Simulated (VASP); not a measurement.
Set up this calculation in VASP 6.6.1, as the native input.

| Quantity | Value |
| --- | --- |
| Task | single point |
| Functional | PBE |
| Potentials or basis | VASP PAW PBE potentials, release 64 (Hf_pv, Si, O) |
| Cutoff | 520 eV |
| k mesh | 5 × 5 × 5 |
| Occupations | fermi-dirac, width 0.02 eV |
| Spin | no spin polarisation |
| Dipole correction | no |
| Further INCAR settings | ALGO = Normal; EDIFF = 1e-06; NBANDS = 50 |

The structure of HfSiO4 lies in POSCAR:

```
HfSiO4
1.0
   -3.2862500000      3.2862500000      2.9816000000
    3.2862500000     -3.2862500000      2.9816000000
    3.2862500000      3.2862500000     -2.9816000000
Hf Si O
2 2 8
Direct
    0.7500000000      0.2500000000      0.5000000000
    0.0000000000      0.0000000000      0.0000000000
    0.2500000000      0.7500000000      0.5000000000
    0.5000000000      0.5000000000      0.0000000000
    0.1340001033      0.3192779115      0.8147221918
    0.0692779115      0.7545557197      0.6852778082
    0.5045557197      0.3192779115      0.1852778082
    0.0692779115      0.3840001033      0.3147221918
    0.6159998967      0.9307220885      0.6852778082
    0.6807220885      0.8659998967      0.1852778082
    0.2454442803      0.9307220885      0.3147221918
    0.6807220885      0.4954442803      0.8147221918
```

These files were run (other wordings do the same):

INCAR

```
SYSTEM = HfSiO4
PREC = Accurate
ENCUT = 520
EDIFF = 1E-6
ISMEAR = -1
SIGMA = 0.02
LREAL = .False.
LASPH = .True.
NELM = 100
ALGO = Normal
ISIF = 2
LWAVE = .False.
LCHARG = .False.
GGA = PE
NBANDS = 50
```

KPOINTS

```
Automatic mesh
0
Gamma
  5 5 5
  0 0 0
```

Potentials or basis: VASP PAW PBE potentials, release 64 (Hf_pv, Si, O).

Run with:

```console
$ cat potpaw_PBE.64/Hf_pv/POTCAR potpaw_PBE.64/Si/POTCAR potpaw_PBE.64/O/POTCAR > POTCAR
$ mpirun -np 1 vasp_std > vasp.out
```

It gave:

```
Pressure               : 5.3 GPa
Largest force          : 0.196 eV/Å
Band gap on the k mesh : 5.43 eV, indirect (least direct gap 5.81 eV)
```

Caveat: spin-orbit coupling is left out, which moves the levels of the heavy elements.

Run time: 71 s on 1 thread of AMD EPYC 9R45 96-Core Processor (Zen 5), with other jobs on the host, peak memory 0.27 GiB.
